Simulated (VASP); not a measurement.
# Au (P6_3/mmc) in VASP: further runs

Runs on Au. Level: LDA. Tasks: single point.

All numbers are computed with VASP 6.6.1; they aren't measurements. Logs are shortened: lines on timing, memory, paths and dates and some standing lists are left out, and cuts for length are marked.

## 1. The cell of the first run

It takes space group P6_3/mmc (No. 194, hexagonal). The conventional cell has a = 2.847 Å, b = 2.847 Å, c = 4.728 Å, α = 90.00°, β = 90.00°, γ = 120.00°. Au (site symmetry -6m2) has 12 Au at 2.85 to 2.88 Å within 3.8 Å.

## 2. Single point, LDA

INCAR reads:

```
SYSTEM = Au
PREC = Accurate ; ENCUT = 520
EDIFF = 1E-6 ; ISMEAR = -1
SIGMA = 0.05 ; LREAL = .FALSE.
LASPH = .TRUE. ; NELM = 60
ALGO = Normal ; ISIF = 2
LWAVE = .FALSE. ; LCHARG = .FALSE.
NBANDS = 18
```

KPOINTS reads:

```
regular mesh
0
G
  16 16 9
  0 0 0
```

POSCAR reads:

```
Au
1.0
    2.8467912931      0.0000000000      0.0000000000
   -1.4233956466      2.4653935791      0.0000000000
    0.0000000000      0.0000000000      4.7279617427
Au
2
Direct
    0.3333333333      0.6666666667      0.2500000000
    0.6666666667      0.3333333333      0.7500000000
```

Potentials or basis: VASP PAW LDA potentials, release 64 (Au).

Run with:

```
$ cat potpaw_LDA.64/Au/POTCAR > POTCAR
$ mpirun -np 1 vasp_std > vasp.out
```

OUTCAR:

```text
SYSTEM = Au
   PREC = Accurate
   ENCUT = 520
   EDIFF = 1E-6
   ISMEAR = -1
   LREAL = .FALSE.
   LASPH = .TRUE.
   NELM = 60
   ISIF = 2

 ion  position               nearest neighbor table
   1  0.333  0.667  0.250-   2 2.88   2 2.88   2 2.88   2 2.88   2 2.88   2 2.88
   2  0.667  0.333  0.750-   1 2.88   1 2.88   1 2.88   1 2.88   1 2.88   1 2.88

  LATTYP: Found a hexagonal cell.
 ALAT       =     2.8467912931
 C/A-ratio  =     1.6608037808

  Lattice vectors:

 A1 = (   2.8467912931,   0.0000000000,   0.0000000000)
 A2 = (  -1.4233956466,   2.4653935791,   0.0000000000)
 A3 = (   0.0000000000,   0.0000000000,   4.7279617427)

Analysis of symmetry for initial positions (statically):
=====================================================================
 Subroutine PRICEL returns:
 Original cell was already a primitive cell.

 Routine SETGRP: Setting up the symmetry group for a
 hexagonal supercell.

 Subroutine GETGRP returns: Found 24 space group operations
 (whereof 12 operations were pure point group operations)
 out of a pool of 24 trial point group operations.

The static configuration has the point symmetry D_3d.
 The point group associated with its full space group is D_6h.

Analysis of symmetry for dynamics (positions and initial velocities):
=====================================================================
 Subroutine PRICEL returns:
 Original cell was already a primitive cell.

 Routine SETGRP: Setting up the symmetry group for a
 hexagonal supercell.

 Subroutine GETGRP returns: Found 24 space group operations
 (whereof 12 operations were pure point group operations)
 out of a pool of 24 trial point group operations.

The dynamic configuration has the point symmetry D_3d.
 The point group associated with its full space group is D_6h.

 Subroutine INISYM returns: Found 24 space group operations
 (whereof 12 operations are pure point group operations),
 and found     1 'primitive' translations

----------------------------------------------------------------------------------------

                                     Primitive cell

  volume of cell :      33.1830

  direct lattice vectors                    reciprocal lattice vectors
     2.846791293  0.000000000  0.000000000     0.351272678  0.202807375  0.000000000
    -1.423395647  2.465393579  0.000000000     0.000000000  0.405614750  0.000000000
     0.000000000  0.000000000  4.727961743     0.000000000  0.000000000  0.211507634

  length of vectors
     2.846791293  2.846791293  4.727961743     0.405614750  0.405614750  0.211507634

  position of ions in fractional coordinates (direct lattice)
     0.333333333  0.666666667  0.250000000
     0.666666667  0.333333333  0.750000000

  ion indices of the primitive-cell ions
   primitive index   ion index
                 1           1
                 2           2

----------------------------------------------------------------------------------------

 KPOINTS: regular mesh

Automatic generation of k-mesh.
 Grid dimensions read from file:
 generate k-points for:   16   16    9

 Generating k-lattice:

  Cartesian coordinates                     Fractional coordinates (reciprocal lattice)
     0.021954542  0.012675461  0.000000000     0.062500000  0.000000000  0.000000000
     0.000000000  0.025350922  0.000000000     0.000000000  0.062500000  0.000000000
     0.000000000  0.000000000  0.023500848     0.000000000  0.000000000  0.111111111

  Length of vectors
     0.025350922  0.025350922  0.023500848

  Shift w.r.t. Gamma in fractional coordinates (k-lattice)
     0.000000000  0.000000000  0.000000000

 Subroutine IBZKPT returns following result:
 ===========================================

 Found    150 irreducible k-points:

 Following reciprocal coordinates:
            Coordinates               Weight
  0.000000  0.000000  0.000000      1.000000
  0.062500  0.000000  0.000000      6.000000
  0.125000  0.000000  0.000000      6.000000
  0.187500  0.000000  0.000000      6.000000
  0.250000  0.000000  0.000000      6.000000
  0.312500  0.000000  0.000000      6.000000
[... 16 lines left out ...]
  0.187500  0.187500  0.000000      6.000000
  0.250000  0.187500  0.000000     12.000000
 [... further k-points ...]
   k-points           NKPTS =    150   k-points in BZ     NKDIM =    150   number of bands    NBANDS=     18
   number of dos      NEDOS =    301   number of ions     NIONS =      2
   total plane-waves  NPLWV =  20736
   dimension x,y,z NGX =    24 NGY =   24 NGZ =   36
   dimension x,y,z NGXF=    48 NGYF=   48 NGZF=   72
   ions per type =               2
   NGX,Y,Z   is equivalent  to a cutoff of  14.02, 14.02, 12.66 a.u.
   NGXF,Y,Z  is equivalent  to a cutoff of  28.03, 28.03, 25.32 a.u.
 SYSTEM =  Au
   PREC   = accura    normal or accurate (medium, high low for compatibility)
   ISTART =      0    job   : 0-new  1-cont  2-samecut
   ICHARG =      2    charge: 1-file 2-atom 10-const
   ISPIN  =      1    spin polarized calculation?
   LNONCOLLINEAR =      F non collinear calculations
   LSORBIT =      F    spin-orbit coupling
   LASPH  =      T    aspherical Exc in radial PAW
   ENCUT  =  520.0 eV  38.22 Ry    6.18 a.u.   5.29  5.29  8.79*2*pi/ulx,y,z
   NELM   =     60;   NELMIN=  2; NELMDL= -5     # of ELM steps
   EDIFF  = 0.1E-05   stopping-criterion for ELM
   LREAL  =      F    real-space projection
   EDIFFG = 0.1E-04   stopping-criterion for IOM
   NSW    =      0    number of steps for IOM
   IBRION =     -1    ionic relax: 0-MD 1-quasi-New 2-CG
   NFREE  =      0    steps in history (QN), initial steepest desc. (CG)
   ISIF   =      2    stress and relaxation
   ISYM   =      2    0-nonsym 1-usesym 2-fastsym
   POTIM  = 0.5000    time-step for ionic-motion
   TEBEG  =    0.0;   TEEND  =   0.0 temperature during run
   PSTRESS=    0.0 pullay stress
   NELECT =      22.0000    total number of electrons
   NUPDOWN=      -1.0000    fix difference up-down
   EMIN   =  10.00;   EMAX   =-10.00  energy-range for DOS
   EFERMI =   0.00;   METHOD = LEGACY
   ISMEAR =    -1;   SIGMA  =   0.05  broadening in eV -4-tet -1-fermi 0-gaus
   EFERMI_NEDOS =   21; number of points for ismear=-14 and -15
   IALGO  =     38    algorithm
   IMIX   =      4    mixing-type and parameters
     AMIX     =   0.40;   BMIX     =  1.00
     AMIX_MAG =   1.60;   BMIX_MAG =  1.00
  volume/ion in A,a.u.               =      16.59       111.97
  Fermi-wavevector in a.u.,A,eV,Ry     =   1.427503  2.697590 27.725484  2.037766
  Thomas-Fermi vector in A             =   2.547666
   LORBIT       =      0    0 simple, 1 ext, 2 COOP (PROOUT), +10 PAW based schemes
   GGA     = CA    functional components
   LHFCALC =     F    Hartree Fock is set to
   AEXX    =    0.0000 exact exchange contribution
   IVDW    =     0    specifies the selected vdW correction
   LEPSILON=     F    determine dielectric tensor
   LRPA    =     F    only Hartree local field effects (RPA)
 non-spin polarized calculation
  energy-cutoff  :      520.00
  volume of cell :       33.18
 maximum number of plane-waves:       907
 NGX is ok and might be reduce to    24
   NGX = 11   NGY = 11   NGZ = 17

 number of electron      21.9999999 magnetization

 Free energy of the ion-electron system (eV)
  ---------------------------------------------------
  ext. energy  EPLUGINS =         0.00000000
  ---------------------------------------------------
  free energy    TOTEN  =        -8.86792749 eV

  energy without entropy =       -8.85975498  energy(sigma->0) =       -8.86384124

 E-fermi :   9.7223     XC(G=0): -13.1387

 val. band max:        9.7064457474   @ k =   0.3750   0.0625   0.4444
 cond. band min:       9.7267388487   @ k =   0.2500   0.2500   0.2222
 fundamental gap:      0.0202931013
 Fermi energy:         9.7223272753

 k-point     1 :       0.0000    0.0000    0.0000
  band No.  band energies     occupation
      1      -0.4576      2.00000
      2       2.0831      2.00000
      3       4.7614      2.00000
      4       4.9999      2.00000
      5       4.9999      2.00000
      6       5.3454      2.00000
[... 10 lines left out ...]
     17      28.2644      0.00000
     18      28.2644      0.00000

 k-point     2 :       0.0625    0.0000    0.0000
  band No.  band energies     occupation
      1      -0.3313      2.00000
      2       2.1879      2.00000
      3       4.6919      2.00000
      4       5.0588      2.00000
      5       5.0862      2.00000
      6       5.2990      2.00000
[... 10 lines left out ...]
     17      27.5849      0.00000
     18      27.6789      0.00000

 k-point     3 :       0.1250    0.0000    0.0000
  band No.  band energies     occupation
      1       0.0370      2.00000
      2       2.4759      2.00000
      3       4.5276      2.00000
      4       5.1117      2.00000
      5       5.2935      2.00000
      6       5.3391      2.00000
[... 10 lines left out ...]
     17      26.2440      0.00000
     18      27.8358      0.00000

 k-point     4 :       0.1875    0.0000    0.0000
  band No.  band energies     occupation
      1       0.6104      2.00000
      2       2.8416      2.00000
      3       4.3815      2.00000
      4       4.9322      2.00000
      5       4.9595      2.00000
      6       5.5923      2.00000
[... 375 lines left out ...]
      4       4.8611      2.00000
      5       5.1620      2.00000
      6       5.3962      2.00000
[... 10 lines left out ...]
     17      21.8413      0.00000
     18      24.2099      0.00000

 k-point    23 :       0.1875    0.1875    0.0000
  band No.  band energies     occupation
      1       2.3170      2.00000
      2       3.6429      2.00000
      3       3.8634      2.00000
      4       3.8927      2.00000
      5       4.8706      2.00000
      6       5.0243      2.00000
[... 10 lines left out ...]
     17      25.1469      0.00000
     18      25.7635      0.00000

 k-point    24 :       0.2500    0.1875    0.0000
  band No.  band energies     occupation
      1       2.9047      2.00000
      2       3.5511      2.00000
      3       3.5674      2.00000
      4       4.1310      2.00000
      5       4.7600      2.00000
      6       5.2471      2.00000
[... 10 lines left out ...]
     17      23.7894      0.00000
     18      24.7193      0.00000

 [... further k-points ...]
[... 5 lines left out ...]
  --------------------------------------------------------------------------------------
  -------------------------------------------------------------------------------------
  Total        0.1125942      0.1125942      0.0797703     -0.0000000      0.0000000      0.0000000
  in kB        5.4363913      5.4363913      3.8515543     -0.0000000      0.0000000      0.0000000
  external PRESSURE =       4.9081123 kB  Pullay stress =       0.0000000 kB

 VOLUME and BASIS-vectors are now :
 -----------------------------------------------------------------------------
  energy-cutoff  :      520.00
  volume of cell :       33.18
      direct lattice vectors                 reciprocal lattice vectors
     2.846791293  0.000000000  0.000000000     0.351272678  0.202807375  0.000000000
    -1.423395647  2.465393579  0.000000000     0.000000000  0.405614750  0.000000000
     0.000000000  0.000000000  4.727961743     0.000000000  0.000000000  0.211507634

 POSITION                                       TOTAL-FORCE (eV/Angst)
 -----------------------------------------------------------------------------------
     -0.00000      1.64360      1.18199        -0.000000      0.000000      0.000000
      1.42340      0.82180      3.54597         0.000000     -0.000000      0.000000
 -----------------------------------------------------------------------------------
    total drift:                                0.000000     -0.000000      0.000000

  FREE ENERGIE OF THE ION-ELECTRON SYSTEM (eV)
  ---------------------------------------------------
  free  energy   TOTEN  =        -8.8679274904 eV

  energy  without entropy=       -8.8597549832  energy(sigma->0) =       -8.86384124
```

Wall time 20 s (1 thread of Intel Xeon 6975P-C (Granite Rapids), shared host); peak memory 0.19 GiB.

Results:

| Item | Value |
| --- | --- |
| Free energy | -8.8679 eV |
| Pressure | 0.5 GPa |
| Band gap on the k mesh | zero (band 11 reaches 13.11 eV, above the bottom of band 12 at 7.14 eV) |

Stress tensor (GPa, compression positive):
```
0.54 0.00 0.00
0.00 0.54 0.00
0.00 0.00 0.39
```

Levels at points of the mesh, in eV from the Fermi level:
```
           k point  band 9  band 10  band 11  band 12  band 13  band 14
(0.00, 0.00, 0.00)   -3.72    -2.21    -2.21    -1.23     2.95    14.49
(0.50, 0.00, 0.00)   -1.91    -1.70     0.35     1.59     5.87     7.43
```

Caveat: spin-orbit coupling is left out, which moves the levels of the heavy elements.

[end of part 1 of 2]
